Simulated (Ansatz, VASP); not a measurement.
B2As3: VASP beside Ansatz

```
CELL_PARAMETERS angstrom
4.94467 -3.08576 0.00000
4.94467 3.08576 0.00000
0.00000 0.00000 5.18506
ATOMIC_POSITIONS crystal
B 0.00215 0.67228 0.42248
B 0.32772 0.99785 0.42248
B 0.67228 0.00215 0.92248
B 0.99785 0.32772 0.92248
As 0.32317 0.67683 0.62889
As 0.32634 0.00685 0.02677
As 0.99315 0.67366 0.02677
As 0.67683 0.32317 0.12889
As 0.67366 0.99315 0.52677
As 0.00685 0.32634 0.52677
```

Alike in both runs: functional PBE; k mesh 6 × 6 × 6; occupations gaussian, width 0.1 eV; no spin polarisation.

Ansatz relaxed the structure, and its values are those at the end. VASP's run is a single point on that final structure, the one shown.

|  | VASP | Ansatz |
| --- | --- | --- |
| version | VASP 6.6.1 | Ansatz 0.2.0 |
| potentials or method | VASP PAW PBE potentials, release 64 (B, As), cutoff 520 eV | scalar-relativistic, plane waves, PAW |
| valence electrons in the cell | 42 | 102 |

```csv
,VASP,Ansatz,Ansatz less VASP
gap on the k mesh at the Fermi level (eV),none,none,-
pressure (GPa),0.4,0.0,-0.41
rms of the force components (eV/Å),0.015,0.001,-0.0139
```

A gap of «none» marks a metal or a gap that the smearing closes. With one functional, cell and mesh, what is left measures potentials, basis and numerics. VASP's potentials hold 42 valence electrons a cell and Ansatz's 102, so a difference there can come from the potentials and not from the codes.
